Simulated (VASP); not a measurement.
# AlB2H2 (Immm) in VASP: notebook

The runs below take AlB2H2 through single point, relaxation of cell and atoms, with PBE.

All numbers are computed with VASP 6.6.1; they aren't measurements. Logs are shortened: lines on timing, memory, paths and dates and some standing lists are left out, and cuts for length are marked.

### Step 1. The cell of the first run

The structure is orthorhombic, space group Immm (No. 71). Conventional cell: a = 2.845 Å, b = 3.056 Å, c = 7.797 Å, α = 90.00°, β = 90.00°, γ = 90.00°. Within 2.5 Å of Al (site symmetry mmm) lie 8 H at 1.83 to 2.39 Å and 8 B at 2.41 to 2.48 Å. Within 2.9 Å of B (site symmetry mm2) lie 6 B at 2.09 to 2.85 Å and 8 H at 2.20 to 2.69 Å and 4 Al at 2.41 to 2.48 Å. H (site symmetry 2mm) has 1 H at 0.84 Å within 1.1 Å.

The cell was built from a structure type or drawn by symmetry, and may not be a known phase.

### Step 2. Single point, PBE

File INCAR:

```
  PREC = Accurate
  ENCUT = 520
  EDIFF = 1E-7
  ISMEAR = 0
  SIGMA = 0.1
  LREAL = False
  LASPH = True
  NELM = 60
  ALGO = Normal
  ISIF = 2
  LWAVE = False
  LCHARG = False
  GGA = PE
  NBANDS = 14
```

File KPOINTS:

```
regular mesh
0
Gamma
  8 8 8
```

File POSCAR:

```
AlB2H2
1.0
   -1.5279924299      1.4225934811      3.8986601381
    1.5279924299     -1.4225934811      3.8986601381
    1.5279924299      1.4225934811     -3.8986601381
Al B H
1 2 2
Direct
    0.0000000000      0.0000000000      0.0000000000
    0.2513050595      0.7513050595      0.5000000000
    0.7486949405      0.2486949405      0.5000000000
    0.3529843822      0.5000000000      0.8529843822
    0.6470156178      0.5000000000      0.1470156178
```

Potentials or basis: VASP PAW PBE potentials, release 64 (Al, B, H).

Run with:

```
$ cat potpaw_PBE.64/Al/POTCAR potpaw_PBE.64/B/POTCAR potpaw_PBE.64/H/POTCAR > POTCAR
$ mpirun -np 1 vasp_std > vasp.out
```

OUTCAR:

```text
PREC = Accurate
   ENCUT = 520
   EDIFF = 1E-7
   ISMEAR = 0
   LREAL = False
   LASPH = True
   NELM = 60
   ISIF = 2
   GGA = PE

 ion  position               nearest neighbor table
   1  0.000  0.000  0.000-   4 1.83   5 1.83   4 1.83   5 1.83   3 2.41   2 2.41   3 2.41   2 2.41
                             3 2.48   2 2.48   2 2.48   3 2.48
   2  0.251  0.751  0.500-   3 2.09   3 2.09   3 2.09   3 2.09   1 2.41   1 2.41   1 2.48   1 2.48

   3  0.749  0.249  0.500-   2 2.09   2 2.09   2 2.09   2 2.09   1 2.41   1 2.41   1 2.48   1 2.48

   4  0.353  0.500  0.853-   5 0.84   1 1.83   1 1.83
   5  0.647  0.500  0.147-   4 0.84   1 1.83   1 1.83

  LATTYP: Found a body centered orthorhombic cell.
 ALAT       =     2.8451869622
 B/A-ratio  =     1.0740892955
 C/A-ratio  =     2.7405300178

  Lattice vectors:

 A1 = (  -1.5279924299,  -1.4225934811,   3.8986601381)
 A2 = (   1.5279924299,   1.4225934811,   3.8986601381)
 A3 = (  -1.5279924299,   1.4225934811,  -3.8986601381)

Analysis of symmetry for initial positions (statically):
=====================================================================
 Subroutine PRICEL returns:
 Original cell was already a primitive cell.

 Routine SETGRP: Setting up the symmetry group for a
 body centered orthorhombic supercell.

 Subroutine GETGRP returns: Found  8 space group operations
 (whereof  8 operations were pure point group operations)
 out of a pool of  8 trial point group operations.

The static configuration has the point symmetry D_2h.

Analysis of symmetry for dynamics (positions and initial velocities):
=====================================================================
 Subroutine PRICEL returns:
 Original cell was already a primitive cell.

 Routine SETGRP: Setting up the symmetry group for a
 body centered orthorhombic supercell.

 Subroutine GETGRP returns: Found  8 space group operations
 (whereof  8 operations were pure point group operations)
 out of a pool of  8 trial point group operations.

The dynamic configuration has the point symmetry D_2h.

 Subroutine INISYM returns: Found  8 space group operations
 (whereof  8 operations are pure point group operations),
 and found     1 'primitive' translations

----------------------------------------------------------------------------------------

                                     Primitive cell

  volume of cell :      33.8983

  direct lattice vectors                    reciprocal lattice vectors
    -1.527992430  1.422593481  3.898660138     0.000000000  0.351470752  0.128249189
     1.527992430 -1.422593481  3.898660138     0.327226752  0.000000000  0.128249189
     1.527992430  1.422593481 -3.898660138     0.327226752  0.351470752  0.000000000

  length of vectors
     4.422452255  4.422452255  4.422452255     0.374138402  0.351461522  0.480217697

  position of ions in fractional coordinates (direct lattice)
     0.000000000  0.000000000  0.000000000
     0.251305059  0.751305059  0.500000000
     0.748694941  0.248694941  0.500000000
     0.352984382  0.500000000  0.852984382
     0.647015618  0.500000000  0.147015618

  ion indices of the primitive-cell ions
   primitive index   ion index
                 1           1
                 2           2
                 3           3
                 4           4
                 5           5

----------------------------------------------------------------------------------------

 KPOINTS: regular mesh

Automatic generation of k-mesh.
 Grid dimensions read from file:
 generate k-points for:    8    8    8

 Generating k-lattice:

  Cartesian coordinates                     Fractional coordinates (reciprocal lattice)
     0.000000000  0.043933844  0.016031149     0.125000000  0.000000000  0.000000000
     0.040903344  0.000000000  0.016031149     0.000000000  0.125000000 -0.000000000
     0.040903344  0.043933844  0.000000000     0.000000000 -0.000000000  0.125000000

  Length of vectors
     0.046767300  0.043932690  0.060027212

  Shift w.r.t. Gamma in fractional coordinates (k-lattice)
     0.000000000  0.000000000  0.000000000

 Subroutine IBZKPT returns following result:
 ===========================================

 Found     95 irreducible k-points:

 Following reciprocal coordinates:
            Coordinates               Weight
  0.000000  0.000000  0.000000      1.000000
  0.125000  0.000000 -0.000000      4.000000
  0.250000  0.000000 -0.000000      4.000000
  0.375000  0.000000 -0.000000      4.000000
  0.500000  0.000000 -0.000000      2.000000
  0.000000  0.125000 -0.000000      4.000000
[... 16 lines left out ...]
  0.125000  0.375000 -0.000000      8.000000
  0.250000  0.375000  0.000000      8.000000
 [... further k-points ...]
   k-points           NKPTS =     95   k-points in BZ     NKDIM =     95   number of bands    NBANDS=     14
   number of dos      NEDOS =    301   number of ions     NIONS =      5
   total plane-waves  NPLWV =  46656
[... 33 lines left out ...]
   IMIX   =      4    mixing-type and parameters
     AMIX     =   0.40;   BMIX     =  1.00
     AMIX_MAG =   1.60;   BMIX_MAG =  1.00
  volume/ion in A,a.u.               =       6.78        45.75
  Fermi-wavevector in a.u.,A,eV,Ry     =   1.124985  2.125913 17.219404  1.265590
  Thomas-Fermi vector in A             =   2.261659
   LORBIT       =      0    0 simple, 1 ext, 2 COOP (PROOUT), +10 PAW based schemes
   GGA     = PE    functional components
   LHFCALC =     F    Hartree Fock is set to
   AEXX    =    0.0000 exact exchange contribution
   IVDW    =     0    specifies the selected vdW correction
   LEPSILON=     F    determine dielectric tensor
   LRPA    =     F    only Hartree local field effects (RPA)
 non-spin polarized calculation
 Gauss-broadening in eV      SIGMA  =   0.10
  energy-cutoff  :      520.00
  volume of cell :       33.90
 maximum number of plane-waves:       931
 NGX is ok and might be reduce to    36
   NGX = 17   NGY = 17   NGZ = 17

 number of electron      11.0000000 magnetization

 Free energy of the ion-electron system (eV)
  ---------------------------------------------------
  ext. energy  EPLUGINS =         0.00000000
  ---------------------------------------------------
  free energy    TOTEN  =       -19.36220881 eV

  energy without entropy =      -19.35559250  energy(sigma->0) =      -19.35890066

 E-fermi :   7.2555     XC(G=0): -11.4010

 val. band max:        7.2552320185   @ k =  -0.1250   0.1250   0.0000
 cond. band min:       7.2839948262   @ k =   0.3750   0.2500   0.0000
 fundamental gap:      0.0287628077
 Fermi energy:         7.2555314390

 k-point     1 :       0.0000    0.0000    0.0000
  band No.  band energies     occupation
      1      -7.5269      2.00000
      2      -0.2367      2.00000
      3       1.9974      2.00000
      4       5.9180      2.00000
      5       7.5061      0.00039
      6       9.2984      0.00000
      7      11.1549      0.00000
      8      11.4923      0.00000
      9      11.7506      0.00000
     10      12.8628      0.00000
     11      15.5673      0.00000
     12      17.9259      0.00000
     13      18.7979      0.00000
     14      20.8311      0.00000

 k-point     2 :       0.1250    0.0000   -0.0000
  band No.  band energies     occupation
      1      -7.2354      2.00000
      2      -0.3585      2.00000
      3       2.5587      2.00000
      4       6.0419      2.00000
      5       6.1616      2.00000
      6       8.0259      0.00000
      7      10.0557      0.00000
      8      11.5274      0.00000
      9      12.0809      0.00000
     10      15.8202      0.00000
     11      17.1859      0.00000
     12      17.3112      0.00000
     13      17.3584      0.00000
     14      20.9937      0.00000
[... 343 lines left out ...]
      1      -5.0484      2.00000
      2      -1.5589      2.00000
      3       0.1896      2.00000
      4       3.8425      2.00000
      5       6.8026      2.00000
      6       8.1750      0.00000
      7      10.1361      0.00000
      8      11.8033      0.00000
      9      12.7430      0.00000
     10      15.6277      0.00000
     11      16.7038      0.00000
     12      17.9155      0.00000
     13      19.2071      0.00000
     14      20.1918      0.00000

 k-point    24 :       0.2500    0.3750    0.0000
  band No.  band energies     occupation
      1      -4.0974      2.00000
      2      -1.2144      2.00000
      3       0.5451      2.00000
      4       4.0189      2.00000
      5       4.9386      2.00000
      6       7.3678      0.11246
      7       8.4144      0.00000
      8      11.2103      0.00000
      9      12.1282      0.00000
     10      13.8533      0.00000
     11      17.1173      0.00000
     12      17.8781      0.00000
     13      19.7183      0.00000
     14      20.6376      0.00000

 [... further k-points ...]

------------------------ aborting loop because EDIFF is reached ----------------------------------------

  FORCE on cell =-STRESS in cart. coord.  units (eV):
  Direction    XX          YY          ZZ          XY          YZ          ZX
  --------------------------------------------------------------------------------------
  -------------------------------------------------------------------------------------
  Total        0.0051912      0.0230858     -0.0482830     -0.0000000      0.0000000      0.0000000
  in kB        0.2453576      1.0911331     -2.2820620     -0.0000000      0.0000000      0.0000000
  external PRESSURE =      -0.3151904 kB  Pullay stress =       0.0000000 kB

 VOLUME and BASIS-vectors are now :
 -----------------------------------------------------------------------------
  energy-cutoff  :      520.00
  volume of cell :       33.90
      direct lattice vectors                 reciprocal lattice vectors
    -1.527992430  1.422593481  3.898660138     0.000000000  0.351470752  0.128249189
     1.527992430 -1.422593481  3.898660138     0.327226752  0.000000000  0.128249189
     1.527992430  1.422593481 -3.898660138     0.327226752  0.351470752  0.000000000

 POSITION                                       TOTAL-FORCE (eV/Angst)
 -----------------------------------------------------------------------------------
      0.00000      0.00000      0.00000        -0.000000      0.000000      0.000000
      1.52799     -0.00000      1.95951         0.000000      0.000000      0.010021
     -0.00000      1.42259      1.93915         0.000000      0.000000     -0.010021
      1.52799      1.00431      0.00000        -0.000000     -0.006168      0.000000
      0.00000      0.41829      3.89866         0.000000      0.006168     -0.000000
 -----------------------------------------------------------------------------------
    total drift:                                0.000000      0.000000      0.000000

  FREE ENERGIE OF THE ION-ELECTRON SYSTEM (eV)
  ---------------------------------------------------
  free  energy   TOTEN  =       -19.3622088144 eV

  energy  without entropy=      -19.3555925037  energy(sigma->0) =      -19.35890066
```

It took 53 s on 1 thread of AMD EPYC 9R45 (Zen 5), shared host; peak memory 0.18 GiB.

What came out:

| Property | Result |
| --- | --- |
| Free energy | -19.3622 eV |
| Pressure | 0.0 GPa |
| Largest force | 0.010 eV/Å |
| Band gap on the k mesh | zero (an odd number of electrons rules out a gap without spin polarisation) |

Forces in eV/Å, atoms in the order of the input:
```
Al   0.000  0.000  0.000
B    0.000  0.000  0.010
B    0.000  0.000 -0.010
H    0.000 -0.006  0.000
H    0.000  0.006  0.000
```

### Step 3. Single point, PBE

This run uses another cell than the first one, of 7.89 Å³/atom.

File INCAR:

```
PREC = Accurate ; ENCUT = 520
EDIFF = 1E-6 ; ISMEAR = 0
SIGMA = 0.1 ; LREAL = False
LASPH = True ; NELM = 80
ALGO = Normal ; ISIF = 2
LWAVE = False ; LCHARG = False
GGA = PE ; NBANDS = 14
```

File KPOINTS:

```
Automatic mesh
0
Gamma
  8 8 8
```

File POSCAR:

```
AlB2H2
1.0
   -1.4552712700      2.0906069100      3.2408069800
    1.4552712700     -2.0906069100      3.2408069800
    1.4552712700      2.0906069100     -3.2408069800
Al B H
1 2 2
Direct
    0.0000000000      0.0000000000      0.0000000000
    0.2950000000      0.7950000000      0.5000000000
    0.7050000000      0.2050000000      0.5000000000
    0.3000000100      0.5000000000      0.8000000100
    0.6999999900      0.5000000000      0.1999999900
```

Potentials or basis: VASP PAW PBE potentials, release 64 (Al, B, H).

Run with:

```
$ cat potpaw_PBE.64/Al/POTCAR potpaw_PBE.64/B/POTCAR potpaw_PBE.64/H/POTCAR > POTCAR
$ mpirun -np 1 vasp_std > vasp.out
```

Run time: 26 s. Hardware: 1 thread of AMD EPYC 9R45 (Zen 5), shared host; peak memory 0.17 GiB.

The run converged. Its results:

| Item | Value |
| --- | --- |
| Free energy | -17.2374 eV |
| Pressure | -8.4 GPa |
| Largest force | 0.140 eV/Å |
| Band gap on the k mesh | zero (an odd number of electrons rules out a gap without spin polarisation) |

Forces in eV/Å, atoms in the order of the input:
```
Al   0.000  0.000  0.000
B    0.000  0.000  0.140
B    0.000  0.000 -0.140
H    0.000  0.076  0.000
H    0.000 -0.076  0.000
```

Stress tensor (GPa, compression positive):
```
 -4.30   0.00   0.00
  0.00 -11.62   0.00
  0.00   0.00  -9.20
```

Levels at points of the mesh, in eV from the Fermi level:
| k point | band 3 | band 4 | band 5 | band 6 | band 7 | band 8 |
| --- | --- | --- | --- | --- | --- | --- |
| (0.00, 0.00, 0.00) | -3.03 | -2.59 | -2.57 | -0.85 | -0.47 | 2.25 |
| (0.50, 0.00, 0.00) | -5.06 | -3.79 | 2.47 | 2.81 | 2.84 | 3.32 |
| (0.00, 0.50, 0.00) | -2.82 | -2.48 | -2.35 | -1.29 | -0.99 | -0.14 |
| (0.50, 0.50, 0.00) | -5.08 | -4.52 | -4.09 | -3.54 | 2.51 | 2.94 |
| (0.50, 0.50, 0.50) | -6.61 | -4.88 | 0.92 | 3.21 | 3.80 | 3.95 |

Caveat: the cell stands under tension.

### Step 4. Relaxation of cell and atoms, PBE

This run uses another cell than the first one, of 7.89 Å³/atom.

File INCAR:

```
SYSTEM = AlB2H2
  PREC = Accurate
  ENCUT = 600
  EDIFF = 1E-6
  ISMEAR = 0
  SIGMA = 0.1
  LREAL = .False.
  LASPH = .True.
  NELM = 60
  ALGO = Normal
  ISIF = 3
  LWAVE = .False.
  LCHARG = .False.
  GGA = PE
  IBRION = 2
  NSW = 90
  EDIFFG = -0.04
```

File KPOINTS:

```
Automatic mesh
0
Gamma
  8 8 8
  0 0 0
```

POSCAR is that of step 3.

Run with:

```
$ cat potpaw_PBE.64/Al/POTCAR potpaw_PBE.64/B/POTCAR potpaw_PBE.64/H/POTCAR > POTCAR
$ mpirun -np 1 vasp_std > vasp.out
```

It took 14 min on 1 thread of AMD EPYC 9R45 (Zen 5), shared host; peak memory 0.23 GiB.

Results (log left out):

- Free energy: -19.3322 eV
- Relaxed volume: 7.74 Å³/atom
- Relaxed cell: a = 3.741 Å, b = 3.741 Å, c = 3.741 Å, α = 119.57°, β = 112.90°, γ = 96.74°
- Space group after relaxing (to 0.1 Å): Immm (No. 71)
- Energy gained by relaxing: 418.7 meV/atom
- Ionic steps: 49
- Pressure after relaxing: 0.1 GPa
- Largest force after relaxing: 0.029 eV/Å
- Band gap on the k mesh: zero (an odd number of electrons rules out a gap without spin polarisation)

Forces in eV/Å, atoms in the order of the input:
```
Al   0.000  0.000  0.000
B    0.000  0.000 -0.029
B    0.000  0.000  0.029
H    0.000  0.018  0.000
H    0.000 -0.018  0.000
```

Stress tensor (GPa, compression positive):
```
-0.45  0.00  0.00
 0.00  0.48  0.00
 0.00  0.00  0.15
```

Step by step:
| step | energy change (eV) | largest force (eV/Å) | pressure (GPa) | volume (Å³) |
| --- | --- | --- | --- | --- |
| 1 | 0.0000 | 0.1400 | -8.33 | 39.44 |
| 3 | -0.1267 | 0.2428 | 1.49 | 35.65 |
| 5 | -0.2290 | 0.3036 | 2.57 | 35.13 |
| 7 | -0.2695 | 0.5325 | 0.53 | 35.69 |
| 9 | -0.8935 | 1.8807 | -7.43 | 39.85 |
| 11 | -1.0176 | 1.8289 | -7.85 | 40.45 |
| 13 | -1.1913 | 0.8964 | -7.87 | 41.65 |
| 15 | -1.2054 | 0.2549 | -7.57 | 42.07 |
| 17 | -1.2902 | 0.9653 | -0.67 | 39.14 |
| 19 | -1.3365 | 0.1642 | 1.90 | 37.44 |
| 21 | -1.3766 | 0.5636 | -1.22 | 38.02 |
| 23 | -1.4269 | 0.8225 | -0.97 | 38.09 |
| 25 | -1.4750 | 1.6116 | -0.09 | 38.16 |
| 27 | -1.5228 | 1.9710 | -0.05 | 38.23 |
| 29 | -1.6309 | 3.9086 | 4.53 | 38.18 |
| 31 | -1.6806 | 3.1783 | 2.67 | 38.30 |
| 33 | -1.7334 | 2.6501 | 3.73 | 38.41 |
| 35 | -1.8293 | 1.2922 | 0.99 | 38.52 |
| 37 | -1.8931 | 1.2504 | -2.26 | 38.62 |
| 39 | -2.0525 | 0.4035 | -0.01 | 38.03 |
| 41 | -2.0615 | 0.3979 | 1.07 | 37.91 |
| 43 | -2.0742 | 0.1787 | 1.46 | 37.98 |
| 45 | -2.0899 | 0.1517 | 0.47 | 38.55 |
| 47 | -2.0926 | 0.0408 | -0.08 | 38.70 |
| 49 | -2.0933 | 0.0285 | 0.06 | 38.69 |

Final structure:
```xyz
5
Lattice="-1.8827 2.0674 2.4852 1.8827 -2.0674 2.4852 1.8827 2.0674 -2.4852" Properties=species:S:1:pos:R:3 pbc="T T T"
Al    0.0000    0.0000    0.0000
B     1.8827    0.0000    1.6517
B     0.0000    2.0674    0.8334
H     1.8827    1.6628    0.0000
H     0.0000    0.4046    2.4852
```

Levels at points of the mesh, in eV from the Fermi level:
```tsv
k point	band 3	band 4	band 5	band 6	band 7	band 8	band 9
(0.00, 0.00, 0.00)	-2.67	-1.48	-0.08	-0.05	0.57	1.17	4.08
(0.50, 0.00, 0.00)	-4.36	-1.50	-1.49	-0.69	0.87	3.93	4.36
(0.00, 0.50, 0.00)	-3.33	-3.20	-2.11	-0.13	1.14	2.25	5.25
(0.50, 0.50, 0.00)	-4.54	-4.00	-3.18	-2.41	3.50	6.75	6.88
(0.50, 0.50, 0.50)	-5.60	-5.47	-3.73	-3.57	4.87	5.46	5.80
```

### Step 5. Single point, PBE

This run uses another cell than the first one, of 6.81 Å³/atom.

File INCAR:

```
PREC = Accurate
ENCUT = 520
EDIFF = 1E-7
ISMEAR = 0
SIGMA = 0.1
LREAL = False
LASPH = True
NELM = 60
ALGO = Normal
ISIF = 2
LWAVE = False
LCHARG = False
GGA = PE
NBANDS = 14
```

File KPOINTS:

```
regular mesh
0
Gamma
  18 18 18
```

File POSCAR:

```
AlB2H2
1.0
   -1.3369466889      1.5821025592      4.0234276226
    1.3369466889     -1.5821025592      4.0234276226
    1.3369466889      1.5821025592     -4.0234276226
Al B H
1 2 2
Direct
    0.0000000000      0.0000000000      0.0000000000
    0.7573958669      0.2573958669      0.5000000000
    0.2426041331      0.7426041331      0.5000000000
    0.5000000000      0.6582927164      0.1582927164
    0.5000000000      0.3417072836      0.8417072836
```

Run with:

```
$ cat potpaw_PBE.64/Al/POTCAR potpaw_PBE.64/B/POTCAR potpaw_PBE.64/H/POTCAR > POTCAR
$ mpirun -np 1 vasp_std > vasp.out
```

Wall time 7.1 min (1 thread of AMD EPYC 9R45 (Zen 5), shared host); peak memory 0.49 GiB.

Results (log left out):

| Item | Value |
| --- | --- |
| Free energy | -19.3710 eV |
| Pressure | -0.2 GPa |
| Band gap on the k mesh | zero (an odd number of electrons rules out a gap without spin polarisation) |

Forces on the atoms (eV/Å):
```
Al   0.000  0.000  0.000
B    0.000  0.000  0.001
B    0.000  0.000 -0.001
H    0.002  0.000  0.000
H   -0.002  0.000  0.000
```

Levels at points of the mesh, in eV from the Fermi level:
| k point | band 2 | band 3 | band 4 | band 5 | band 6 | band 7 | band 8 | band 9 |
| --- | --- | --- | --- | --- | --- | --- | --- | --- |
| (0.00, 0.00, 0.00) | -8.21 | -5.67 | -2.31 | 0.81 | 1.58 | 2.94 | 3.31 | 6.08 |
| (0.50, 0.00, 0.00) | -10.03 | -7.96 | -5.12 | -0.14 | 3.02 | 4.44 | 4.67 | 8.11 |
| (0.00, 0.50, 0.00) | -8.92 | -6.61 | -4.51 | 0.15 | 1.78 | 2.19 | 2.26 | 4.85 |
| (0.50, 0.50, 0.00) | -6.02 | -5.62 | -5.27 | -4.26 | -4.08 | 0.56 | 1.88 | 2.45 |
| (0.50, 0.50, 0.50) | -12.13 | -2.77 | -2.45 | 1.09 | 2.53 | 4.62 | 6.01 | 7.61 |

### Step 6. The runs side by side

```tsv
task	cell	k mesh	cutoff (eV)	gap on the mesh (eV)	pressure (GPa)	largest force (eV/Å)
single point	a = 4.422 Å, angles 139.6, 142.5, 56.3°, 5 atoms, atomic positions A	8 × 8 × 8	520	none	0.0	0.01
single point	a = 4.122 Å, angles 138.7, 119.0, 76.3°, 5 atoms, atomic positions B	8 × 8 × 8	520	none	-8.4	0.14
relaxation of cell and atoms	relaxed from a = 4.122 Å, angles 138.7, 119.0, 76.3°, 5 atoms, atomic positions B	8 × 8 × 8	600	none	0.1	0.03
single point	a = 4.525 Å, angles 145.6, 139.1, 54.5°, 5 atoms, atomic positions C	18 × 18 × 18	520	none	-0.2	-
```

Alike in all rows: level PBE; potentials or basis VASP PAW PBE potentials, release 64 (Al, B, H); no spin polarisation; smearing gaussian 0.1 eV.

Caveats: the cell stands under tension (at least some runs).

Absolute energies hang on the potentials; compare differences alone.
